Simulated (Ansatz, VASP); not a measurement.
## Two plane-wave programs on PbSe

The input INCAR:

```
SYSTEM = PbSe
PREC = Accurate
ENCUT = 520
EDIFF = 1E-6
ISMEAR = 0
SIGMA = 0.03
LREAL = .False.
LASPH = .True.
NELM = 80
ALGO = Normal
ISIF = 2
LWAVE = .False.
LCHARG = .True.
GGA = PE
IVDW = 12
LELF = .True.
LVHAR = .True.
NBANDS = 17
```

KPOINTS

```
regular mesh
0
Gamma
  10 10 10
  0 0 0
```

Contents of POSCAR:

```
PbSe
1.0
    0.0000000000      2.9756608399      3.0238665455
    2.9756608399      0.0000000000      3.0238665455
    2.9756608399      2.9756608399      0.0000000000
Pb Se
1 1
Direct
    0.0000000000      0.0000000000      0.0000000000
    0.5000000000      0.5000000000      0.5000000000
```

Input for Ansatz:

```yaml
crystal:
  lattice:
    - [0.0, 2.9756608399, 3.0238665455]
    - [2.9756608399, 0.0, 3.0238665455]
    - [2.9756608399, 2.9756608399, 0.0]
  atoms:
    - { symbol: Pb, position: [0.0, 0.0, 0.0] }
    - { symbol: Se, position: [0.5, 0.5, 0.5] }
basis:
  ecutwfc: 420
kpoints:
  mp_grid: { grid: [10, 10, 10] }
hamiltonian:
  xc: pbe
  dispersion: d3bj
scf:
  occupations: { method: gaussian, width: 0.03 }
output:
  forces: true
  stress: true
  eigenvalues: true
```

Alike in both runs: task single point; functional PBE; dispersion D3(BJ); k mesh 10 × 10 × 10; occupations gaussian, width 0.03 eV; no spin polarisation.

```csv
,VASP,Ansatz
version,VASP 6.6.1,Ansatz 0.2.0
potentials or method,"VASP PAW PBE potentials, release 64 (Pb_d, Se), cutoff 520 eV","scalar-relativistic, plane waves, PAW"
valence electrons in the cell,20,30
```

```tsv
	VASP	Ansatz	Ansatz less VASP
gap on the k mesh at the Fermi level (eV)	0.03	0.03	-0.006
least direct gap on the mesh (eV)	0.03	0.03	-0.006
pressure (GPa)	4.6	4.6	+0.01
traceless stress, the component that is largest in VASP (GPa)	-1.81	-1.81	+0.005
```

VASP's potentials hold 20 valence electrons a cell and Ansatz's 30, so a difference there can come from the potentials and not from the codes.

Neither program's run includes spin-orbit coupling.
